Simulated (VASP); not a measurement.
Wanted: the native input for a VASP 6.6.1 run.

```
Task                   : single point
Functional             : LDA
Potentials or basis    : VASP PAW LDA potentials, release 64 (Al, N)
Cutoff                 : 520 eV
k mesh                 : 10 × 10 × 10
Occupations            : gaussian, width 0.05 eV
Spin                   : no spin polarisation
Dipole correction      : no
Further INCAR settings : ALGO = Normal; EDIFF = 1e-06; NBANDS = 11
```

The structure of AlN lies in POSCAR:

```
AlN
1.0
    0.0000000000      2.2139149978      2.1253583978
    2.2139149978      0.0000000000      2.1253583978
    2.2139149978      2.2139149978      0.0000000000
Al N
1 1
Direct
    0.0000000000      0.0000000000      0.0000000000
    0.7500000000      0.7500000000      0.7500000000
```

This cell differs from its parent crystal: ratio of the length along z to the lengths across it x 0.96, volume and fractional coordinates fixed.

The input as run:

INCAR

```
SYSTEM = AlN
  ALGO = Normal
  EDIFF = 1E-6
  ENCUT = 520
  GGA = CA
  ISIF = 2
  ISMEAR = 0
  LASPH = .TRUE.
  LCHARG = .TRUE.
  LELF = .TRUE.
  LREAL = .FALSE.
  LVHAR = .TRUE.
  LWAVE = .FALSE.
  NBANDS = 11
  NELM = 60
  PREC = Accurate
  SIGMA = 0.05
```

KPOINTS

```
k-points
0
G
  10 10 10
  0 0 0
```

Potentials or basis: VASP PAW LDA potentials, release 64 (Al, N).

Run with:

```sh
$ cat potpaw_LDA.64/Al/POTCAR potpaw_LDA.64/N/POTCAR > POTCAR
$ mpirun -np 1 vasp_std > vasp.out
```

Results of the run:

```yaml
Pressure: -3.2 GPa
Band_gap_on_the_k_mesh: 3.00 eV, indirect (least direct gap 4.12 eV)
```

Run time: 23 s on 1 thread of Intel Xeon 8259CL (shared host), peak memory 0.14 GiB.
